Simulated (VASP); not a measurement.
Cs2AgBiBr6:

```
CELL_PARAMETERS angstrom
0.00000 5.74201 5.74201
5.74201 0.00000 5.74201
5.74201 5.74201 0.00000
ATOMIC_POSITIONS crystal
Cs 0.25000 0.25000 0.25000
Cs 0.75000 0.75000 0.75000
Ag 0.50000 0.50000 0.50000
Bi 0.00000 0.00000 0.00000
Br 0.25131 0.74869 0.25131
Br 0.25131 0.74869 0.74869
Br 0.74869 0.25131 0.74869
Br 0.74869 0.25131 0.25131
Br 0.25131 0.25131 0.74869
Br 0.74869 0.74869 0.25131
```

| Item | Value |
| --- | --- |
| Program | VASP 6.6.1 |
| Task | relaxation of cell and atoms |
| Functional | LDA |
| Potentials or basis | VASP PAW LDA potentials, release 64 (Cs_sv, Ag, Bi_d, Br) |
| Cutoff | 600 eV |
| k mesh | 4 × 4 × 4 |
| Occupations | gaussian, width 0.02 eV |
| Spin | no spin polarisation |

At the start: pressure -2.9 GPa; volume 37.86 Å³/atom.

**Question.** How do energy, volume and symmetry change on relaxing?

**Answer.** Over 8 steps the energy falls by 48.5 meV/atom and the volume is 33.33 Å³/atom (-12.0 %); space group Fm-3m (No. 225, to 0.1 Å) before and after.

The path:
| step | energy change (eV) | largest force (eV/Å) | pressure (GPa) | volume (Å³) |
| --- | --- | --- | --- | --- |
| 1 | 0.0000 | 0.0585 | -2.89 | 378.64 |
| 2 | -0.4200 | 0.3592 | -0.54 | 342.39 |
| 3 | -0.4310 | 0.4162 | 0.01 | 336.48 |
| 4 | -0.4706 | 0.2195 | 0.04 | 334.29 |
| 5 | -0.4844 | 0.0015 | 0.13 | 331.96 |
| 6 | -0.4844 | 0.0132 | 0.12 | 332.08 |
| 7 | -0.4849 | 0.0006 | -0.04 | 333.61 |
| 8 | -0.4849 | 0.0026 | 0.00 | 333.25 |

Final structure:
```
CELL_PARAMETERS angstrom
0.00000 5.50275 5.50275
5.50275 0.00000 5.50275
5.50275 5.50275 0.00000
ATOMIC_POSITIONS crystal
Cs 0.25000 0.25000 0.25000
Cs 0.75000 0.75000 0.75000
Ag 0.50000 0.50000 0.50000
Bi 0.00000 0.00000 0.00000
Br 0.25546 0.74454 0.25546
Br 0.25546 0.74454 0.74454
Br 0.74454 0.25546 0.74454
Br 0.74454 0.25546 0.25546
Br 0.25546 0.25546 0.74454
Br 0.74454 0.74454 0.25546
```
